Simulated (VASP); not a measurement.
# Al (Im-3m) in VASP: a series of runs

Al is run at these levels: PBE; tasks: relaxation of cell and atoms, single point.

All numbers are computed with VASP 6.6.1; they aren't measurements. Logs are shortened: lines on timing, memory, paths and dates and some standing lists are left out, and cuts for length are marked.

### 1 The cell of the first run

The structure is cubic, space group Im-3m (No. 229). The conventional cell has a = 3.074 Å, b = 3.074 Å, c = 3.074 Å, α = 90.00°, β = 90.00°, γ = 90.00°. Within 3.5 Å of Al (site symmetry m-3m) lie 14 Al at 2.66 to 3.07 Å.

### 2 Relaxation of cell and atoms, PBE, target pressure 13 GPa, at which the enthalpy is minimised

Input file INCAR:

```
SYSTEM = Al
  PREC = Accurate
  ENCUT = 600
  EDIFF = 1E-6
  ISMEAR = -1
  SIGMA = 0.1
  LREAL = .FALSE.
  LASPH = .TRUE.
  NELM = 80
  ALGO = Normal
  ISIF = 3
  LWAVE = .FALSE.
  LCHARG = .FALSE.
  GGA = PE
  IBRION = 2
  NSW = 60
  EDIFFG = -0.005
  PSTRESS = 130.0
```

Input file KPOINTS:

```
Automatic mesh
0
G
  18 18 18
  0 0 0
```

Input file POSCAR:

```
Al
1.0
   -1.5367757653      1.5367757653      1.5367757653
    1.5367757653     -1.5367757653      1.5367757653
    1.5367757653      1.5367757653     -1.5367757653
Al
1
Direct
    0.0000000000      0.0000000000      0.0000000000
```

Potentials or basis: VASP PAW PBE potentials, release 64 (Al).

Launch:

```sh
cat potpaw_PBE.64/Al/POTCAR > POTCAR
mpirun -np 1 vasp_std > vasp.out
```

OUTCAR:

```text
SYSTEM = Al
   PREC = Accurate
   ENCUT = 600
   EDIFF = 1E-6
   ISMEAR = -1
   LREAL = .FALSE.
   LASPH = .TRUE.
   NELM = 80
   ISIF = 3
   GGA = PE
   IBRION = 2
   NSW = 60
   EDIFFG = -0.005
   PSTRESS = 130.0

 ion  position               nearest neighbor table
   1  0.000  0.000  0.000-

  LATTYP: Found a body centered cubic cell.
 ALAT       =     3.0735515306

  Lattice vectors:

 A1 = (  -1.5367757653,   1.5367757653,   1.5367757653)
 A2 = (   1.5367757653,  -1.5367757653,   1.5367757653)
 A3 = (   1.5367757653,   1.5367757653,  -1.5367757653)

Analysis of symmetry for initial positions (statically):
=====================================================================
 Subroutine PRICEL returns:
 Original cell was already a primitive cell.

 Routine SETGRP: Setting up the symmetry group for a
 body centered cubic supercell.

 Subroutine GETGRP returns: Found 48 space group operations
 (whereof 48 operations were pure point group operations)
 out of a pool of 48 trial point group operations.

The static configuration has the point symmetry O_h .

Analysis of symmetry for dynamics (positions and initial velocities):
=====================================================================
 Subroutine PRICEL returns:
 Original cell was already a primitive cell.

 Routine SETGRP: Setting up the symmetry group for a
 body centered cubic supercell.

 Subroutine GETGRP returns: Found 48 space group operations
 (whereof 48 operations were pure point group operations)
 out of a pool of 48 trial point group operations.

The dynamic configuration has the point symmetry O_h .

 Subroutine INISYM returns: Found 48 space group operations
 (whereof 48 operations are pure point group operations),
 and found     1 'primitive' translations

----------------------------------------------------------------------------------------

                                     Primitive cell

  volume of cell :      14.5175

  direct lattice vectors                    reciprocal lattice vectors
    -1.536775765  1.536775765  1.536775765     0.000000000  0.325356510  0.325356510
     1.536775765 -1.536775765  1.536775765     0.325356510  0.000000000  0.325356510
     1.536775765  1.536775765 -1.536775765     0.325356510  0.325356510  0.000000000

[... 81 lines left out ...]
   EDIFF  = 0.1E-05   stopping-criterion for ELM
   LREAL  =      F    real-space projection
   EDIFFG = -.5E-02   stopping-criterion for IOM
   NSW    =     60    number of steps for IOM
   IBRION =      2    ionic relax: 0-MD 1-quasi-New 2-CG
   NFREE  =      1    steps in history (QN), initial steepest desc. (CG)
   ISIF   =      3    stress and relaxation
   ISYM   =      2    0-nonsym 1-usesym 2-fastsym
   POTIM  = 0.5000    time-step for ionic-motion
   TEBEG  =    0.0;   TEEND  =   0.0 temperature during run
   PSTRESS=  130.0 pullay stress
   NELECT =       3.0000    total number of electrons
   NUPDOWN=      -1.0000    fix difference up-down
   EMIN   =  10.00;   EMAX   =-10.00  energy-range for DOS
   EFERMI =   0.00;   METHOD = LEGACY
   ISMEAR =    -1;   SIGMA  =   0.10  broadening in eV -4-tet -1-fermi 0-gaus
   EFERMI_NEDOS =   21; number of points for ismear=-14 and -15
   IALGO  =     38    algorithm
   IMIX   =      4    mixing-type and parameters
     AMIX     =   0.40;   BMIX     =  1.00
     AMIX_MAG =   1.60;   BMIX_MAG =  1.00
  volume/ion in A,a.u.               =      14.52        97.97
  Fermi-wavevector in a.u.,A,eV,Ry     =   0.967872  1.829014 12.745623  0.936777
  Thomas-Fermi vector in A             =   2.097794
   LORBIT       =      0    0 simple, 1 ext, 2 COOP (PROOUT), +10 PAW based schemes
   GGA     = PE    functional components
   LHFCALC =     F    Hartree Fock is set to
   AEXX    =    0.0000 exact exchange contribution
   IVDW    =     0    specifies the selected vdW correction
   LEPSILON=     F    determine dielectric tensor
   LRPA    =     F    only Hartree local field effects (RPA)
 conjugate gradient relaxation of ions
 non-spin polarized calculation
  energy-cutoff  :      600.00
  volume of cell :       14.52
 maximum number of plane-waves:       498
 NGX is ok and might be reduce to    24
   NGX = 11   NGY = 11   NGZ = 11

--------------------------------------- Ionic step        1  -------------------------------------------

 number of electron       3.0000000 magnetization

 Free energy of the ion-electron system (eV)
  ---------------------------------------------------
  ext. energy  EPLUGINS =         0.00000000
  ---------------------------------------------------
  free energy    TOTEN  =        -3.56108442 eV

  energy without entropy =       -3.54858662  energy(sigma->0) =       -3.55483552

------------------------ aborting loop because EDIFF is reached ----------------------------------------

  FORCE on cell =-STRESS in cart. coord.  units (eV):
  Direction    XX          YY          ZZ          XY          YZ          ZX
  --------------------------------------------------------------------------------------
  -------------------------------------------------------------------------------------
  Total        1.3377263      1.3377263      1.3377263      0.0000000      0.0000000      0.0000000
  in kB      147.6339913    147.6339913    147.6339913      0.0000000      0.0000000      0.0000000
  external PRESSURE =      17.6339913 kB  Pullay stress =     130.0000000 kB
[... 61 lines left out ...]
--------------------------------------- Ionic step        3  -------------------------------------------

 number of electron       3.0000000 magnetization

 Free energy of the ion-electron system (eV)
  ---------------------------------------------------
  ext. energy  EPLUGINS =         0.00000000
  ---------------------------------------------------
  free energy    TOTEN  =        -3.57896573 eV

  energy without entropy =       -3.56636459  energy(sigma->0) =       -3.57266516

 E-fermi :   9.2750     XC(G=0): -10.6212

 val. band max:        9.2747364008   @ k =  -0.3889   0.3889   0.1667
 cond. band min:       9.2794287242   @ k =   0.3333   0.2778   0.0000
 fundamental gap:      0.0046923233
 Fermi energy:         9.2749866930

 k-point     1 :       0.0000    0.0000    0.0000
  band No.  band energies     occupation
      1      -2.6994      2.00000
      2      23.2330      0.00000
      3      23.2330      0.00000
      4      23.2330      0.00000
      5      25.7177      0.00000
[... 177 lines left out ...]
 k-point    24 :       0.3889    0.1111    0.0000
  band No.  band energies     occupation
      1       3.5445      2.00000
      2       6.9026      2.00000
      3      14.7642      0.00000
      4      17.9973      0.00000
      5      21.5788      0.00000

 [... further k-points ...]
[... 5 lines left out ...]
  --------------------------------------------------------------------------------------
  -------------------------------------------------------------------------------------
  Total        1.1950155      1.1950155      1.1950155      0.0000000      0.0000000      0.0000000
  in kB      130.0340687    130.0340687    130.0340687      0.0000000      0.0000000      0.0000000
  external PRESSURE =       0.0340687 kB  Pullay stress =     130.0000000 kB
[... 20 lines left out ...]
  energy  without entropy=       -3.5663645918  energy(sigma->0) =       -3.57266516

  enthalpy is  TOTEN    =        -2.3842633551 eV   P V=        1.1947023788

 reached required accuracy - stopping structural energy minimisation
```

OSZICAR:

```text
N       E                     dE             d eps       ncg     rms          rms(c)
DAV:   1    -0.838514572198E+00   -0.83851E+00   -0.10147E+03  1985   0.390E+02
DAV:   2    -0.356675425752E+01   -0.27282E+01   -0.25588E+01  2445   0.362E+01
DAV:   3    -0.359005923990E+01   -0.23305E-01   -0.22461E-01  2780   0.393E+00
[... 14 lines left out ...]
   2 F= -.23838245E+01 E0= -.23774935E+01  d E =-.683019E-03
       N       E                     dE             d eps       ncg     rms          rms(c)
DAV:   1    -0.357899068103E+01    0.10227E-01   -0.37205E-03  2595   0.399E-01    0.544E-02
DAV:   2    -0.357897575589E+01    0.14925E-04   -0.24158E-05  2400   0.465E-02    0.200E-02
DAV:   3    -0.357896606262E+01    0.96933E-05   -0.26068E-06  2570   0.110E-02    0.597E-03
DAV:   4    -0.357896573390E+01    0.32872E-06   -0.25011E-07  1365   0.339E-03
   3 F= -.23842634E+01 E0= -.23779628E+01  d E =-.112192E-02
```

It took 8.1 s on 1 thread of Intel Xeon 6975P-C (Granite Rapids), shared host; peak memory 0.14 GiB.

Results:

```yaml
Free_energy: -3.5790 eV
Relaxed_volume: 14.72 Å³/atom
Relaxed_cell: a = 2.674 Å, b = 2.674 Å, c = 2.674 Å, α = 109.47°, β = 109.47°, γ = 109.47°
Space_group_after_relaxing_to_0.05_Å: Im-3m (No. 229)
Energy_change_on_relaxing_the_enthalpy_is_what_falls: -17.9 meV/atom
Ionic_steps: 3
Pressure_after_relaxing: 13.0 GPa
```

The path:
```csv
step,energy change (eV),largest force (eV/Å),pressure (GPa),volume (Å³)
1,0.0000,0.0000,14.76,14.52
2,-0.0281,0.0000,11.94,14.86
3,-0.0179,0.0000,13.00,14.72
```

Final structure:
```yaml
crystal:
  lattice:
    - [-1.54403, 1.54403, 1.54403]
    - [1.54403, -1.54403, 1.54403]
    - [1.54403, 1.54403, -1.54403]
  atoms:
    - { symbol: Al, position: [0.00000, 0.00000, 0.00000] }
```

Levels at points of the mesh, in eV from the Fermi level:
```
           k point  band 1  band 2  band 3  band 4  band 5
(0.00, 0.00, 0.00)  -11.97   13.96   13.96   13.96   16.44
(0.50, 0.00, 0.00)   -4.78   -4.02    8.52    9.06   10.77
(0.50, 0.50, 0.50)    2.05    2.05    2.05    2.77    2.77
```

Caveat: the cell is relaxed towards a set pressure, so the enthalpy falls and the energy may rise.

### 3 Relaxation of cell and atoms, PBE, target pressure 13 GPa, at which the enthalpy is minimised

This run uses another cell than the first one, of 14.73 Å³/atom, 1.015 times its volume.

Input file INCAR:

```
  ALGO = Normal
  EDIFF = 1E-6
  EDIFFG = -0.005
  ENCUT = 600
  GGA = PE
  IBRION = 2
  ISIF = 3
  ISMEAR = -1
  LASPH = T
  LCHARG = F
  LREAL = F
  LWAVE = F
  NELM = 60
  NSW = 32
  PREC = Accurate
  PSTRESS = 130.0
  SIGMA = 0.1
```

Input file KPOINTS:

```
k-points
0
Gamma
  18 18 18
```

Input file POSCAR:

```
Al
1.0
   -1.5441863378      1.5441863378      1.5441863378
    1.5441863378     -1.5441863378      1.5441863378
    1.5441863378      1.5441863378     -1.5441863378
Al
1
Direct
    0.0000000000      0.0000000000      0.0000000000
```

Potentials or basis: VASP PAW PBE potentials, release 64 (Al).

Launch:

```sh
cat potpaw_PBE.64/Al/POTCAR > POTCAR
mpirun -np 1 vasp_std > vasp.out
```

Wall time 4.5 s (1 thread of Intel Xeon 6975P-C (Granite Rapids), shared host); peak memory 0.14 GiB.

Results (log left out):

* Free energy: -3.5793 eV
* Pressure after relaxing: 13.0 GPa

Final structure:
```
CELL_PARAMETERS angstrom
-1.54419 1.54419 1.54419
1.54419 -1.54419 1.54419
1.54419 1.54419 -1.54419
ATOMIC_POSITIONS crystal
Al 0.00000 0.00000 0.00000
```

Levels at points of the mesh, in eV from the Fermi level:
| k point | band 1 | band 2 | band 3 | band 4 |
| --- | --- | --- | --- | --- |
| (0.00, 0.00, 0.00) | -11.97 | 13.96 | 13.96 | 13.96 |
| (0.50, 0.00, 0.00) | -4.78 | -4.02 | 8.52 | 9.06 |
| (0.50, 0.50, 0.50) | 2.05 | 2.05 | 2.05 | 2.77 |

Caveat: the relaxation stopped at its first step, so nothing moved; the cell is relaxed towards a set pressure, so the enthalpy falls and the energy may rise.

(Continued in part 2 of 2.)
